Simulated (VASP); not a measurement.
Input of a VASP 6.6.1 run:

File INCAR:

```
ALGO = Normal
EDIFF = 1E-6
EDIFFG = -0.03
ENCUT = 600
GGA = PS
IBRION = 2
ISIF = 3
ISMEAR = -1
LASPH = True
LCHARG = False
LREAL = Auto
LWAVE = False
NELM = 80
NSW = 100
PREC = Accurate
SIGMA = 0.05
```

KPOINTS

```
Automatic mesh
0
Gamma
  1 1 1
  0.5 0.5 0.5
```

Contents of POSCAR:

```
BN
1.0
    7.6229900000      0.0000000000      0.0000000000
    0.0000000000      8.8022710000      0.0000000000
    0.0000000000      0.0000000000      8.4065820000
B N
48 48
Direct
    0.0000000000      0.1666670000      0.0003840000
    0.0000000000      0.1666670000      0.5003840000
    0.3333330000      0.1666670000      0.0003840000
    0.3333330000      0.1666670000      0.5003840000
    0.1666670000      0.4166670000      0.0003840000
    0.1666670000      0.4166670000      0.5003840000
    0.0000000000      0.6666670000      0.0003840000
    0.0000000000      0.6666670000      0.5003840000
    0.6666670000      0.1666670000      0.0003840000
    0.6666670000      0.1666670000      0.5003840000
    0.5000000000      0.4166670000      0.0003840000
    0.5000000000      0.4166670000      0.5003840000
    0.3333330000      0.6666670000      0.0003840000
    0.3333330000      0.6666670000      0.5003840000
    0.1666670000      0.9166670000      0.0003840000
    0.1666670000      0.9166670000      0.5003840000
    0.8333330000      0.4166670000      0.0003840000
    0.8333330000      0.4166670000      0.5003840000
    0.6666670000      0.6666670000      0.0003840000
    0.6666670000      0.6666670000      0.5003840000
    0.5000000000      0.9166670000      0.0003840000
    0.5000000000      0.9166670000      0.5003840000
    0.8333330000      0.9166670000      0.0003840000
    0.8333330000      0.9166670000      0.5003840000
    0.1666670000      0.0833330000      0.2503840000
    0.1666670000      0.0833330000      0.7503840000
    0.0000000000      0.3333330000      0.2503840000
    0.0000000000      0.3333330000      0.7503840000
    0.5000000000      0.0833330000      0.2503840000
    0.5000000000      0.0833330000      0.7503840000
    0.3333330000      0.3333330000      0.2503840000
    0.3333330000      0.3333330000      0.7503840000
    0.1666670000      0.5833330000      0.2503840000
    0.1666670000      0.5833330000      0.7503840000
    0.0000000000      0.8333330000      0.2503840000
    0.0000000000      0.8333330000      0.7503840000
    0.8333330000      0.0833330000      0.2503840000
    0.8333330000      0.0833330000      0.7503840000
    0.6666670000      0.3333330000      0.2503840000
    0.6666670000      0.3333330000      0.7503840000
    0.5000000000      0.5833330000      0.2503840000
    0.5000000000      0.5833330000      0.7503840000
    0.3333330000      0.8333330000      0.2503840000
    0.3333330000      0.8333330000      0.7503840000
    0.8333330000      0.5833330000      0.2503840000
    0.8333330000      0.5833330000      0.7503840000
    0.6666670000      0.8333330000      0.2503840000
    0.6666670000      0.8333330000      0.7503840000
    0.0000000000      0.1666670000      0.1876160000
    0.0000000000      0.1666670000      0.6876160000
    0.3333330000      0.1666670000      0.1876160000
    0.3333330000      0.1666670000      0.6876160000
    0.1666670000      0.4166670000      0.1876160000
    0.1666670000      0.4166670000      0.6876160000
    0.0000000000      0.6666670000      0.1876160000
    0.0000000000      0.6666670000      0.6876160000
    0.6666670000      0.1666670000      0.1876160000
    0.6666670000      0.1666670000      0.6876160000
    0.5000000000      0.4166670000      0.1876160000
    0.5000000000      0.4166670000      0.6876160000
    0.3333330000      0.6666670000      0.1876160000
    0.3333330000      0.6666670000      0.6876160000
    0.1666670000      0.9166670000      0.1876160000
    0.1666670000      0.9166670000      0.6876160000
    0.8333330000      0.4166670000      0.1876160000
    0.8333330000      0.4166670000      0.6876160000
    0.6666670000      0.6666670000      0.1876160000
    0.6666670000      0.6666670000      0.6876160000
    0.5000000000      0.9166670000      0.1876160000
    0.5000000000      0.9166670000      0.6876160000
    0.8333330000      0.9166670000      0.1876160000
    0.8333330000      0.9166670000      0.6876160000
    0.1666670000      0.0833330000      0.4376160000
    0.1666670000      0.0833330000      0.9376160000
    0.0000000000      0.3333330000      0.4376160000
    0.0000000000      0.3333330000      0.9376160000
    0.5000000000      0.0833330000      0.4376160000
    0.5000000000      0.0833330000      0.9376160000
    0.3333330000      0.3333330000      0.4376160000
    0.3333330000      0.3333330000      0.9376160000
    0.1666670000      0.5833330000      0.4376160000
    0.1666670000      0.5833330000      0.9376160000
    0.0000000000      0.8333330000      0.4376160000
    0.0000000000      0.8333330000      0.9376160000
    0.8333330000      0.0833330000      0.4376160000
    0.8333330000      0.0833330000      0.9376160000
    0.6666670000      0.3333330000      0.4376160000
    0.6666670000      0.3333330000      0.9376160000
    0.5000000000      0.5833330000      0.4376160000
    0.5000000000      0.5833330000      0.9376160000
    0.3333330000      0.8333330000      0.4376160000
    0.3333330000      0.8333330000      0.9376160000
    0.8333330000      0.5833330000      0.4376160000
    0.8333330000      0.5833330000      0.9376160000
    0.6666670000      0.8333330000      0.4376160000
    0.6666670000      0.8333330000      0.9376160000
```

Potentials or basis: VASP PAW PBE potentials, release 64 (B, N).

Run with:

```console
$ cat potpaw_PBE.64/B/POTCAR potpaw_PBE.64/N/POTCAR > POTCAR
$ mpirun -np 1 vasp_std > vasp.out
```

Q: Estimate the relaxed cell.

A: a = 7.578 Å, b = 8.833 Å, c = 8.414 Å, α = 90.00°, β = 90.00°, γ = 90.00°.

Q: Estimate the band gap on the k mesh.

A: 8.37 eV.

Q: Predict the relaxed volume.

A: 5.87 Å³/atom.

Q: Estimate the space group after relaxing (to 0.1 Å).

A: P6_3mc (No. 186).

The path:
| step | energy change (eV) | largest force (eV/Å) | pressure (GPa) | volume (Å³) |
| --- | --- | --- | --- | --- |
| 1 | 0.0000 | 0.1248 | -0.45 | 564.08 |
| 2 | -0.0577 | 0.1328 | 0.30 | 562.72 |
| 3 | -0.0811 | 0.0524 | 0.03 | 563.20 |
| 4 | -0.0822 | 0.0456 | 0.06 | 563.20 |
| 5 | -0.0846 | 0.0103 | 0.04 | 563.20 |

Caveat: the k points lie up to 0.83 Å⁻¹ apart in the final cell, too coarse for converged energies, forces and pressures; the PAW data sets were made with another functional, which shifts forces and pressure a little; a shifted mesh leaves out Γ, where band edges can lie. A k mesh can miss the band edges.
